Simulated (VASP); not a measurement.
Crystal: HfB2.

```
Hf B
1.0
     3.09756    0.00000    0.00000
    -1.54878    2.68257    0.00000
     0.00000    0.00000    3.43297
Hf B
1 2
Direct
  0.00000 0.00000 0.00000
  0.66667 0.33333 0.50000
  0.33333 0.66667 0.50000
```

Base run:

* Program: VASP 6.6.1
* Functional: r2SCAN
* Potentials or basis: VASP PAW PBE potentials, release 64 (Hf_pv, B)
* Cutoff: 520 eV
* k mesh: 10 × 10 × 8
* Occupations: fermi-dirac, width 0.05 eV
* Spin: no spin polarisation

Its results: band gap on the k mesh zero (band 8 reaches 8.68 eV, above the bottom of band 9 at 7.77 eV); pressure 10.2 GPa.

Q: The run is repeated on the same cell with these changes: functional from r2SCAN to LDA; potentials or basis from VASP PAW PBE potentials, release 64 (Hf_pv, B) to VASP PAW LDA potentials, release 64 (Hf_pv, B). What comes out?

A: Band gap on the k mesh zero (band 8 reaches 8.58 eV, above the bottom of band 9 at 7.72 eV); pressure 0.9 GPa.

Caveats: spin-orbit coupling is left out, which moves the levels of the heavy elements; the PAW data sets were made with another functional, which shifts forces and pressure a little (some runs).
